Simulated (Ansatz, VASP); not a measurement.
## BeTe in VASP and in Ansatz

File INCAR:

```
PREC = Accurate
ENCUT = 520
EDIFF = 1E-7
ISMEAR = 0
SIGMA = 0.01
LREAL = False
LASPH = True
NELM = 100
ALGO = Normal
ISIF = 2
LWAVE = False
LCHARG = False
GGA = CA
NBANDS = 11
```

Contents of KPOINTS:

```
regular mesh
0
Gamma
  8 8 8
```

Contents of POSCAR:

```
BeTe
1.0
    2.7505455918      2.7505455918      0.0000000000
   -2.7505455918      2.7505455918      0.0000000000
    0.0000000000      2.7505455918      2.7505455918
Be Te
1 1
Direct
    0.0000000000      0.0000000000      0.0000000000
    0.7500000000      0.2500000000      0.5000000000
```

Input for Ansatz:

```yaml
crystal:
  lattice:
    - [2.75054559177, 2.75054559177, 0.0]
    - [-2.75054559177, 2.75054559177, 0.0]
    - [0.0, 2.75054559177, 2.75054559177]
  atoms:
    - { symbol: Be, position: [0.0, 0.0, 0.0] }
    - { symbol: Te, position: [0.75, 0.25, 0.5] }
kpoints:
  mp_grid: { grid: [8, 8, 8] }
scf:
  occupations: { method: fixed }
  convergence: { dr2_threshold: 1.0e-10 }
hamiltonian:
  xc: lda
  pseudopotentials: { kind: all_electron, lapw: { basis_error: 0.0005 } }
output:
  forces: true
  stress: true
  eigenstates:
    kpoints:
      - [0.0, 0.0, 0.0]
      - [-0.5, 0.5, 0.0]
      - [-0.5, -0.5, -0.5]
      - [0.0, 0.0, -0.5]
      - [0.0, -0.5, -0.5]
      - [0.0, 0.5, 0.0]
      - [-0.5, 0.0, 0.0]
      - [-0.5, 0.0, -0.5]
  eigenvalues: true
```

Alike in both runs: task single point; functional LDA; k mesh 8 × 8 × 8; no spin polarisation.

```csv
,VASP,Ansatz
version,VASP 6.6.1,Ansatz 0.2.0
potentials or method,"VASP PAW LDA potentials, release 64 (Be, Te), cutoff 520 eV","all-electron LAPW, scalar-relativistic"
occupations,"gaussian, width 0.01 eV",fixed
```

```tsv
	VASP	Ansatz	Ansatz less VASP
gap on the k mesh at the Fermi level (eV)	1.70	1.72	+0.020
pressure (GPa)	2.3	2.0	-0.30
```

LDA's correlation is that of Perdew and Zunger in VASP and of Perdew and Wang (1992) in Ansatz. Ansatz ran all-electron here, and VASP with PAW potentials.

Spin-orbit coupling is off throughout.
